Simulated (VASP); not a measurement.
# Fe: single point with RPBE

Crystal: Fe.

```
CELL_PARAMETERS angstrom
0.00000 2.35578 2.35578
2.35578 0.00000 2.35578
2.35578 2.35578 0.00000
ATOMIC_POSITIONS crystal
Fe 0.12500 0.12500 0.12500
Fe 0.87500 0.87500 0.87500
```

This isn't the form of Fe at room conditions, which is bcc.

```yaml
Program: VASP 6.6.1
Task: single point
Functional: RPBE
Potentials_or_basis: VASP PAW PBE potentials, release 64 (Fe_sv)
Cutoff: 690 eV
k_mesh: 12 × 12 × 12
Occupations: fermi-dirac, width 0.1 eV
Spin: no spin polarisation
```

- Pressure: 23.0 GPa
- Band gap on the k mesh: zero (bands 16 and 17 overlap by 0.76 eV)

Levels at points of the mesh, in eV from the Fermi level:
```tsv
k point	band 13	band 14	band 15	band 16	band 17	band 18	band 19	band 20
(0.00, 0.00, 0.00)	-2.75	-2.75	-0.44	-0.44	-0.44	1.44	1.44	15.21
(0.50, 0.00, 0.00)	-2.79	-2.79	-1.21	0.21	0.21	1.15	1.15	2.84
(0.50, 0.50, 0.00)	-1.40	-1.40	-0.86	-0.86	1.38	1.38	3.03	3.03
```

Wall time 33 s on 1 thread of AMD EPYC 9R45 96-Core Processor (Zen 5), with other jobs on the host, peak memory 0.16 GiB.

Caveat: the cell stands under pressure; the PAW data sets were made with another functional, which shifts forces and pressure a little; the run has no spin polarisation, though such a crystal can be magnetic. Spin polarisation is off, so any magnetic state and its effect on volume and gap are missing.
